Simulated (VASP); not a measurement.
# NaCl (Pm-3m) in VASP: a series of runs

NaCl is run at these levels: r2SCAN, HSE06; tasks: relaxation of cell and atoms, single point.

Program: VASP 6.6.1. These are calculated values, not measurements. Logs are shortened: lines on timing, memory, paths and dates and some standing lists are left out, and cuts for length are marked.

## Step 1: The cell of the first run

Symmetry: Pm-3m, No. 221, cubic system. The conventional cell has a = 3.506 Å, b = 3.506 Å, c = 3.506 Å, α = 90.00°, β = 90.00°, γ = 90.00°. Na (site symmetry m-3m) has 8 Cl at 3.04 Å and 6 Na at 3.51 Å within 4.0 Å. Within 4.0 Å of Cl (site symmetry m-3m) lie 8 Na at 3.04 Å and 6 Cl at 3.51 Å.

## Step 2: Relaxation of cell and atoms, r2SCAN

POSCAR

```
NaCl
1.0
    3.5064772056      0.0000000000      0.0000000000
    0.0000000000      3.5064772056      0.0000000000
    0.0000000000      0.0000000000      3.5064772056
Na Cl
1 1
Direct
    0.0000000000      0.0000000000      0.0000000000
    0.5000000000      0.5000000000      0.5000000000
```

INCAR.step1

```
PREC     = Accurate       # precision mode
ENCUT    = 600            # plane-wave cutoff, eV
ISMEAR   = -1             # smearing method
SIGMA    = 0.02           # smearing width, eV
LREAL    = False          # projectors in reciprocal space
LASPH    = True           # aspherical terms in the spheres
NELM     = 60             # most SCF steps
GGA      = PE             # functional
ALGO     = Normal         # electronic algorithm
EDIFF    = 1E-4           # SCF threshold, eV
LWAVE    = True           # write WAVECAR
LCHARG   = False          # write CHGCAR
```

INCAR.step2

```
PREC     = Accurate       # precision mode
ENCUT    = 600            # plane-wave cutoff, eV
EDIFF    = 1E-6           # SCF threshold, eV
ISMEAR   = -1             # smearing method
SIGMA    = 0.02           # smearing width, eV
LREAL    = False          # projectors in reciprocal space
LASPH    = True           # aspherical terms in the spheres
NELM     = 60             # most SCF steps
ALGO     = Normal         # electronic algorithm
ISIF     = 3              # what is computed and relaxed
LWAVE    = False          # write WAVECAR
LCHARG   = False          # write CHGCAR
METAGGA  = R2SCAN         # meta-GGA
LMIXTAU  = True         
IBRION   = 2              # ionic algorithm
NSW      = 80             # ionic steps
EDIFFG   = -0.005         # ionic threshold
ISTART   = 1
```

KPOINTS

```
regular mesh
0
Gamma
  6 6 6
```

Potentials or basis: VASP PAW PBE potentials, release 64 (Na_pv, Cl).

On the command line:

```sh
> cat potpaw_PBE.64/Na_pv/POTCAR potpaw_PBE.64/Cl/POTCAR > POTCAR
> cp INCAR.step1 INCAR
> mpirun -np 1 vasp_std > vasp.out
> cp INCAR.step2 INCAR
> mpirun -np 1 vasp_std > vasp.out
```

OUTCAR:

```text
PREC = Accurate
   ENCUT = 600
   EDIFF = 1E-6
   ISMEAR = -1
   LREAL = False
   LASPH = True
   NELM = 60
   ISIF = 3
   METAGGA = R2SCAN
   IBRION = 2
   NSW = 80
   EDIFFG = -0.005
   ISTART = 1

 ion  position               nearest neighbor table
   1  0.000  0.000  0.000-
   2  0.500  0.500  0.500-

  LATTYP: Found a simple cubic cell.
 ALAT       =     3.5064772056

  Lattice vectors:

 A1 = (   3.5064772056,   0.0000000000,   0.0000000000)
 A2 = (   0.0000000000,   3.5064772056,   0.0000000000)
 A3 = (   0.0000000000,   0.0000000000,   3.5064772056)

Analysis of symmetry for initial positions (statically):
=====================================================================
 Subroutine PRICEL returns:
 Original cell was already a primitive cell.

 Routine SETGRP: Setting up the symmetry group for a
 simple cubic supercell.

 Subroutine GETGRP returns: Found 48 space group operations
 (whereof 48 operations were pure point group operations)
 out of a pool of 48 trial point group operations.

The static configuration has the point symmetry O_h .

Analysis of symmetry for dynamics (positions and initial velocities):
=====================================================================
 Subroutine PRICEL returns:
 Original cell was already a primitive cell.

 Routine SETGRP: Setting up the symmetry group for a
 simple cubic supercell.

 Subroutine GETGRP returns: Found 48 space group operations
 (whereof 48 operations were pure point group operations)
 out of a pool of 48 trial point group operations.

The dynamic configuration has the point symmetry O_h .

 Subroutine INISYM returns: Found 48 space group operations
 (whereof 48 operations are pure point group operations),
 and found     1 'primitive' translations

----------------------------------------------------------------------------------------

                                     Primitive cell

  volume of cell :      43.1135

  direct lattice vectors                    reciprocal lattice vectors
     3.506477206  0.000000000  0.000000000     0.285186511  0.000000000  0.000000000
     0.000000000  3.506477206  0.000000000     0.000000000  0.285186511  0.000000000
     0.000000000  0.000000000  3.506477206     0.000000000  0.000000000  0.285186511

  length of vectors
[... 66 lines left out ...]
   NGXF,Y,Z  is equivalent  to a cutoff of  26.55, 26.55, 26.55 a.u.
 SYSTEM =  unknown system
   PREC   = accura    normal or accurate (medium, high low for compatibility)
   ISTART =      1    job   : 0-new  1-cont  2-samecut
   ICHARG =      0    charge: 1-file 2-atom 10-const
   ISPIN  =      1    spin polarized calculation?
   LNONCOLLINEAR =      F non collinear calculations
   LSORBIT =      F    spin-orbit coupling
   LASPH  =      T    aspherical Exc in radial PAW
   ENCUT  =  600.0 eV  44.10 Ry    6.64 a.u.   7.00  7.00  7.00*2*pi/ulx,y,z
   NELM   =     60;   NELMIN=  2; NELMDL=  0     # of ELM steps
   EDIFF  = 0.1E-05   stopping-criterion for ELM
   LREAL  =      F    real-space projection
   EDIFFG = -.5E-02   stopping-criterion for IOM
   NSW    =     80    number of steps for IOM
   IBRION =      2    ionic relax: 0-MD 1-quasi-New 2-CG
   NFREE  =      1    steps in history (QN), initial steepest desc. (CG)
   ISIF   =      3    stress and relaxation
   ISYM   =      2    0-nonsym 1-usesym 2-fastsym
   POTIM  = 0.5000    time-step for ionic-motion
   TEBEG  =    0.0;   TEEND  =   0.0 temperature during run
   PSTRESS=    0.0 pullay stress
   NELECT =      14.0000    total number of electrons
   NUPDOWN=      -1.0000    fix difference up-down
   EMIN   =  10.00;   EMAX   =-10.00  energy-range for DOS
   EFERMI =   0.00;   METHOD = LEGACY
   ISMEAR =    -1;   SIGMA  =   0.02  broadening in eV -4-tet -1-fermi 0-gaus
   EFERMI_NEDOS =   21; number of points for ismear=-14 and -15
   IALGO  =     38    algorithm
   IMIX   =      4    mixing-type and parameters
     AMIX     =   0.40;   BMIX     =  1.00
     AMIX_MAG =   1.60;   BMIX_MAG =  1.00
  volume/ion in A,a.u.               =      21.56       145.47
  Fermi-wavevector in a.u.,A,eV,Ry     =   1.125243  2.126402 17.227327  1.266173
  Thomas-Fermi vector in A             =   2.261919
   LORBIT       =      0    0 simple, 1 ext, 2 COOP (PROOUT), +10 PAW based schemes
   METAGGA = R2SCAN    functional components
   LHFCALC =     F    Hartree Fock is set to
   AEXX    =    0.0000 exact exchange contribution
   IVDW    =     0    specifies the selected vdW correction
   LEPSILON=     F    determine dielectric tensor
   LRPA    =     F    only Hartree local field effects (RPA)
 conjugate gradient relaxation of ions
 non-spin polarized calculation
  energy-cutoff  :      600.00
  volume of cell :       43.11
 maximum number of plane-waves:      1472
   NGX = 15   NGY = 15   NGZ = 15

--------------------------------------- Ionic step        1  -------------------------------------------

 number of electron      13.9999981 magnetization

 Free energy of the ion-electron system (eV)
  ---------------------------------------------------
  ext. energy  EPLUGINS =         0.00000000
  ---------------------------------------------------
  free energy    TOTEN  =       -13.45862507 eV

  energy without entropy =      -13.45862507  energy(sigma->0) =      -13.45862507

------------------------ aborting loop because EDIFF is reached ----------------------------------------

  FORCE on cell =-STRESS in cart. coord.  units (eV):
  Direction    XX          YY          ZZ          XY          YZ          ZX
  --------------------------------------------------------------------------------------
  -------------------------------------------------------------------------------------
  Total       -0.3522779     -0.3522779     -0.3522779      0.0000000      0.0000000     -0.0000000
  in kB      -13.0913034    -13.0913034    -13.0913034      0.0000000      0.0000000     -0.0000000
  external PRESSURE =     -13.0913034 kB  Pullay stress =       0.0000000 kB
[... 95 lines left out ...]
--------------------------------------- Ionic step        4  -------------------------------------------

 number of electron      14.0000004 magnetization

 Free energy of the ion-electron system (eV)
  ---------------------------------------------------
  ext. energy  EPLUGINS =         0.00000000
  ---------------------------------------------------
  free energy    TOTEN  =       -13.46790624 eV

  energy without entropy =      -13.46790624  energy(sigma->0) =      -13.46790624

 E-fermi :   0.8592     XC(G=0):  -9.1204

 val. band max:        0.3659007262   @ k =   0.5000   0.5000   0.0000
 cond. band min:       5.3529385843   @ k =   0.0000   0.0000   0.0000
 fundamental gap:      4.9870378581
 Fermi energy:         0.8592116877

 k-point     1 :       0.0000    0.0000    0.0000
  band No.  band energies     occupation
      1     -22.4251      2.00000
      2     -22.4251      2.00000
      3     -22.4251      2.00000
      4     -13.7644      2.00000
      5      -0.1784      2.00000
      6      -0.1784      2.00000
      7      -0.1784      2.00000
      8       5.3529      0.00000
      9       9.4933      0.00000
     10       9.4933      0.00000
     11      17.1985      0.00000
[... 293 lines left out ...]
  FREE ENERGIE OF THE ION-ELECTRON SYSTEM (eV)
  ---------------------------------------------------
  free  energy   TOTEN  =       -13.4679062442 eV

  energy  without entropy=      -13.4679062442  energy(sigma->0) =      -13.46790624

 reached required accuracy - stopping structural energy minimisation
```

OSZICAR.step1:

```text
N       E                     dE             d eps       ncg     rms          rms(c)
DAV:   1     0.106166623382E+03    0.10617E+03   -0.79267E+03   440   0.145E+03
DAV:   2     0.314846449174E+01   -0.10302E+03   -0.95900E+02   505   0.303E+02
DAV:   3    -0.649760629496E+01   -0.96461E+01   -0.95687E+01   526   0.866E+01
DAV:   4    -0.672142230531E+01   -0.22382E+00   -0.22347E+00   542   0.144E+01
DAV:   5    -0.672649600827E+01   -0.50737E-02   -0.50733E-02   543   0.221E+00    0.229E+00
DAV:   6    -0.649868844319E+01    0.22781E+00   -0.40092E-01   530   0.437E+00    0.166E+00
DAV:   7    -0.646865855865E+01    0.30030E-01   -0.10647E-01   581   0.228E+00    0.110E+00
DAV:   8    -0.646867032003E+01   -0.11761E-04   -0.97801E-03   473   0.113E+00    0.316E-01
DAV:   9    -0.646858258767E+01    0.87732E-04   -0.29922E-04   516   0.169E-01
   1 F= -.64685826E+01 E0= -.64685826E+01  d E =-.395490E-10
```

It took 3.4 min on 1 thread of Intel Xeon 8259CL, shared host; peak memory 0.16 GiB.

What came out:

| Item | Value |
| --- | --- |
| Free energy | -13.4679 eV |
| Relaxed volume | 20.51 Å³/atom |
| Relaxed cell | a = 3.449 Å, b = 3.449 Å, c = 3.449 Å, α = 90.00°, β = 90.00°, γ = 90.00° |
| Space group after relaxing (to 0.1 Å) | Pm-3m (No. 221) |
| Energy gained by relaxing | 4.6 meV/atom |
| Ionic steps | 4 |
| Pressure after relaxing | 0.0 GPa |
| Band gap on the k mesh | 4.99 eV (least direct gap 5.53 eV) |

Step by step:
```csv
step,energy change (eV),largest force (eV/Å),pressure (GPa),volume (Å³)
1,0.0000,0.0000,-1.31,43.11
2,-0.0070,0.0000,-0.67,42.02
3,-0.0090,0.0000,-0.22,41.35
4,-0.0093,0.0000,0.02,41.02
```

Final structure:
```
Na Cl
1.0
     3.44878    0.00000    0.00000
     0.00000    3.44878    0.00000
     0.00000    0.00000    3.44878
Na Cl
1 1
Direct
  0.00000 0.00000 0.00000
  0.50000 0.50000 0.50000
```

Caveat: the PAW data sets were made with another functional, which shifts forces and pressure a little.

## Step 3: Single point, HSE06

This run uses another cell than the first one, of 21.18 Å³/atom.

POSCAR

```
NaCl
1.0
    3.4857311463      0.0000000000      0.0000000000
    0.0000000000      3.4857311463      0.0000000000
    0.0000000000      0.0000000000      3.4857311463
Na Cl
1 1
Direct
    0.0000000000      0.0000000000      0.0000000000
    0.5000000000      0.5000000000      0.5000000000
```

INCAR.step1

```
SYSTEM = NaCl
PREC = Accurate
ENCUT = 520
EDIFF = 1E-5
ISMEAR = -1
SIGMA = 0.02
LREAL = .FALSE.
LASPH = .TRUE.
NELM = 80
ALGO = Normal
ISIF = 2
LWAVE = .TRUE.
LCHARG = .FALSE.
GGA = PE
NBANDS = 14
```

INCAR.step2

```
SYSTEM = NaCl
PREC = Accurate
ENCUT = 520
EDIFF = 1E-6
ISMEAR = -1
SIGMA = 0.02
LREAL = .FALSE.
LASPH = .TRUE.
NELM = 80
ALGO = Normal
ISIF = 2
LWAVE = .FALSE.
LCHARG = .FALSE.
GGA = PE
LHFCALC = .TRUE.
HFSCREEN = 0.2079
PRECFOCK = Normal
ISTART = 1
NBANDS = 14
```

KPOINTS

```
regular mesh
0
G
  4 4 4
  0 0 0
```

Potentials or basis: VASP PAW PBE potentials, release 64 (Na_pv, Cl).

On the command line:

```sh
> cat potpaw_PBE.64/Na_pv/POTCAR potpaw_PBE.64/Cl/POTCAR > POTCAR
> cp INCAR.step1 INCAR
> mpirun -np 1 vasp_std > vasp.out
> cp INCAR.step2 INCAR
> mpirun -np 1 vasp_std > vasp.out
```

It took 4 min on 1 thread of Intel Xeon 8259CL, shared host; peak memory 0.25 GiB.

It converged, with:

* Free energy: -7.5502 eV
* Pressure: 0.0 GPa
* Band gap on the k mesh: 5.34 eV (least direct gap 5.88 eV)

Levels at points of the mesh, in eV from the valence-band top:
```csv
k point,band 3,band 4,band 5,band 6,band 7,band 8,band 9,band 10,band 11,band 12
"(0.00, 0.00, 0.00)",-24.22,-14.68,-0.54,-0.54,-0.54,5.34,9.91,9.91,17.54,17.54
"(0.50, 0.00, 0.00)",-24.22,-14.28,-3.20,-0.28,-0.28,8.32,10.19,11.95,13.42,13.42
"(0.50, 0.50, 0.00)",-24.21,-13.98,-2.49,-2.49,0.00,6.84,11.37,12.67,12.67,14.20
"(0.50, 0.50, 0.50)",-24.24,-13.67,-2.04,-2.04,-2.04,8.43,8.43,8.43,13.38,17.80
```

Caveat: the k points lie up to 0.45 Å⁻¹ apart; the PAW data sets were made with another functional, which shifts forces and pressure a little.
